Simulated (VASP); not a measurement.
Here is a VASP 6.6.1 calculation.

INCAR

```
SYSTEM = TaN
PREC     = Accurate       ! precision mode
ENCUT    = 520            ! plane-wave cutoff, eV
EDIFF    = 1E-6           ! SCF threshold, eV
ISMEAR   = 0              ! smearing method
SIGMA    = 0.1            ! smearing width, eV
LREAL    = .False.        ! projectors in reciprocal space
LASPH    = .True.         ! aspherical terms in the spheres
NELM     = 100            ! most SCF steps
ALGO     = Normal         ! electronic algorithm
ISIF     = 2              ! what is computed and relaxed
LWAVE    = .False.        ! write WAVECAR
LCHARG   = .False.        ! write CHGCAR
GGA      = PS             ! functional
NBANDS   = 24             ! bands
```

The input KPOINTS:

```
Automatic mesh
0
Gamma
  18 18 8
  0 0 0
```

The input POSCAR:

```
TaN
1.0
    2.8894657382      0.0000000000      0.0000000000
   -1.4447328691      2.5023507326      0.0000000000
    0.0000000000      0.0000000000      5.8607958146
Ta N
2 2
Direct
    0.0000000000      0.0000000000      0.0000000000
    0.0000000000      0.0000000000      0.5000000000
    0.3333333333      0.6666666667      0.2500000000
    0.6666666667      0.3333333333      0.7500000000
```

Potentials or basis: VASP PAW PBE potentials, release 64 (Ta_pv, N).

Launch:

```bash
$ cat potpaw_PBE.64/Ta_pv/POTCAR potpaw_PBE.64/N/POTCAR > POTCAR
$ mpirun -np 1 vasp_std > vasp.out
```

What does it give for the band gap on the k mesh?

Zero (band 16 reaches 8.83 eV, above the bottom of band 17 at 7.80 eV).

Predict the pressure.

0.9 GPa.

Stress tensor (GPa, compression positive):
```
0.87 0.00 0.00
0.00 0.87 0.00
0.00 0.00 0.99
```

Caveat: the PAW data sets were made with another functional, which shifts forces and pressure a little; spin-orbit coupling is left out, which moves the levels of the heavy elements.
